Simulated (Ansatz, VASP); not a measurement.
# ZnO in VASP and in Ansatz

File INCAR:

```
ALGO     = Normal         # electronic algorithm
EDIFF    = 1E-6           # SCF threshold, eV
EDIFFG   = -0.01          # ionic threshold
ENCUT    = 520            # plane-wave cutoff, eV
GGA      = PE             # functional
IBRION   = 2              # ionic algorithm
ISIF     = 2              # what is computed and relaxed
ISMEAR   = 0              # smearing method
LASPH    = True           # aspherical terms in the spheres
LCHARG   = False          # write CHGCAR
LREAL    = False          # projectors in reciprocal space
LWAVE    = False          # write WAVECAR
NELM     = 100            # most SCF steps
NSW      = 50             # ionic steps
PREC     = Accurate       # precision mode
SIGMA    = 0.02           # smearing width, eV
```

Contents of KPOINTS:

```
k-points
0
Gamma
  6 6 6
```

File POSCAR:

```
ZnO
1.0
   -3.1033742064      3.1033742064      3.1033742064
    3.1033742064     -3.1033742064      3.1033742064
    3.1033742064      3.1033742064     -3.1033742064
Zn O
4 4
Direct
    0.3295250965      0.3295250965      0.3295250965
    0.0000000000      0.0000000000      0.6704749035
    0.0000000000      0.6704749035      0.0000000000
    0.6704749035      0.0000000000      0.0000000000
    0.6762592750      0.6762592750      0.6762592750
    0.0000000000      0.0000000000      0.3237407250
    0.0000000000      0.3237407250      0.0000000000
    0.3237407250      0.0000000000      0.0000000000
```

Input for Ansatz:

```yaml
crystal:
  lattice:
    - [-3.1033742064, 3.1033742064, 3.1033742064]
    - [3.1033742064, -3.1033742064, 3.1033742064]
    - [3.1033742064, 3.1033742064, -3.1033742064]
  atoms:
    - { symbol: Zn, position: [0.3295250965, 0.3295250965, 0.3295250965] }
    - { symbol: Zn, position: [0.0, 0.0, 0.6704749035] }
    - { symbol: Zn, position: [0.0, 0.6704749035, 0.0] }
    - { symbol: Zn, position: [0.6704749035, 0.0, 0.0] }
    - { symbol: O, position: [0.676259275, 0.676259275, 0.676259275] }
    - { symbol: O, position: [0.0, 0.0, 0.323740725] }
    - { symbol: O, position: [0.0, 0.323740725, 0.0] }
    - { symbol: O, position: [0.323740725, 0.0, 0.0] }
basis:
  ecutwfc: 420
kpoints:
  mp_grid: { grid: [6, 6, 6] }
hamiltonian:
  xc: pbe
scf:
  occupations: { method: gaussian, width: 0.02 }
output:
  forces: true
  stress: true
  eigenvalues: true
relax:
  adjacent_minimum: "off"
  f_tol: 0.01
  max_steps: 30
```

Alike in both runs: task relaxation of the atoms; functional PBE; k mesh 6 × 6 × 6; occupations gaussian, width 0.02 eV; no spin polarisation.

```csv
,VASP,Ansatz
version,VASP 6.6.1,Ansatz 0.2.0
potentials or method,"VASP PAW PBE potentials, release 64 (Zn, O), cutoff 520 eV","scalar-relativistic, plane waves, PAW"
valence electrons in the cell,72,72
```

|  | VASP | Ansatz | Ansatz less VASP |
| --- | --- | --- | --- |
| gap on the k mesh at the Fermi level, each at its own relaxed structure (eV) | 1.36 | 1.37 | +0.010 |

Ansatz's warnings: stress scf threshold loose.
